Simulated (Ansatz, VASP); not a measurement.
## One calculation of Cu, two programs

INCAR

```
SYSTEM = Cu
  PREC = Accurate
  ENCUT = 520
  EDIFF = 1E-6
  ISMEAR = -1
  SIGMA = 0.1
  LREAL = .False.
  LASPH = .True.
  NELM = 100
  ALGO = Normal
  ISIF = 2
  LWAVE = .False.
  LCHARG = .False.
  GGA = B5
  ALDAX = 1.0
  AGGAX = 1.0
  AGGAC = 1.0
  ALDAC = 0.0
  NBANDS = 24
```

The input KPOINTS:

```
regular mesh
0
Gamma
  10 10 14
  0 0 0
```

The input POSCAR:

```
Cu
1.0
    4.1541185003      0.0000000000      0.0000000000
   -2.0770592501      3.5975721516      0.0000000000
    0.0000000000      0.0000000000      2.4941032165
Cu
3
Direct
    1.0000000000      1.0000000000      0.0000000000
    0.3333333333      0.6666666667      0.5000000000
    0.6666666667      0.3333333333      0.5000000000
```

Input for Ansatz:

```yaml
crystal:
  lattice:
    - [4.1541185003, 0.0, 0.0]
    - [-2.0770592501, 3.5975721516, 0.0]
    - [0.0, 0.0, 2.4941032165]
  atoms:
    - { symbol: Cu, position: [1.0, 1.0, 0.0] }
    - { symbol: Cu, position: [0.3333333333, 0.6666666667, 0.5] }
    - { symbol: Cu, position: [0.6666666667, 0.3333333333, 0.5] }
hamiltonian:
  xc: blyp
  pseudopotentials:
    kind: paw
    azcp:
      Cu: "pseudopotentials/Cu.paw.azcp"
basis:
  ecutwfc: 420
  fft_grid_basis: typed
kpoints:
  mp_grid: { grid: [10, 10, 14], shift: [0, 0, 0] }
magnetization:
  spin_polarized: false
scf:
  occupations: { method: fermi_dirac, width: 0.1 }
  lower_state_search: "off"
output:
  stress: true
  write_density: true
  write_potential: true
  elf: true
  volumetric_format: npy
```

Alike in both runs: task single point; functional BLYP; k mesh 10 × 10 × 14; occupations fermi-dirac, width 0.1 eV; no spin polarisation.

|  | VASP | Ansatz |
| --- | --- | --- |
| version | VASP 6.6.1 | Ansatz 0.2.0 |
| potentials or method | VASP PAW PBE potentials, release 64 (Cu), cutoff 520 eV | plane waves (420 eV) with PAW, scalar-relativistic |
| valence electrons in the cell | 33 | 57 |

```csv
,VASP,Ansatz,Ansatz less VASP
pressure (GPa),5.6,5.0,-0.65
"traceless stress, the component that is largest in VASP (GPa)",-0.37,-0.33,+0.036
```

VASP's potentials were made for PBE, not for BLYP. VASP's potentials hold 33 valence electrons a cell and Ansatz's 57, so a difference there can come from the potentials and not from the codes.
